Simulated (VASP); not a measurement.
Crystal: GaAs.

```
Ga As
1.0
     0.00000    2.66452    2.66452
     2.66452    0.00000    2.66452
     2.66452    2.66452    0.00000
Ga As
1 1
Direct
  0.00000 0.00000 0.00000
  0.50000 0.50000 0.50000
```

Base run:

| Item | Value |
| --- | --- |
| Program | VASP 6.6.1 |
| Functional | PBE |
| Potentials or basis | VASP PAW PBE potentials, release 64 (Ga_d, As) |
| Cutoff | 500 eV |
| k mesh | 8 × 8 × 8 |
| Occupations | fermi-dirac, width 0.02 eV |
| Spin | no spin polarisation |

Its results: band gap on the k mesh zero (bands 9 and 10 overlap by 3.18 eV); pressure 3.0 GPa.

**Question.** The run is repeated on the same cell with these changes: functional from PBE to r2SCAN; cutoff from 500 eV to 550 eV. What comes out?

**Answer.** Band gap on the k mesh zero (bands 9 and 10 overlap by 3.31 eV); pressure 0.0 GPa.

Caveats: the cell stands under pressure (at least some runs); the PAW data sets were made with another functional, which shifts forces and pressure a little (at least some runs).
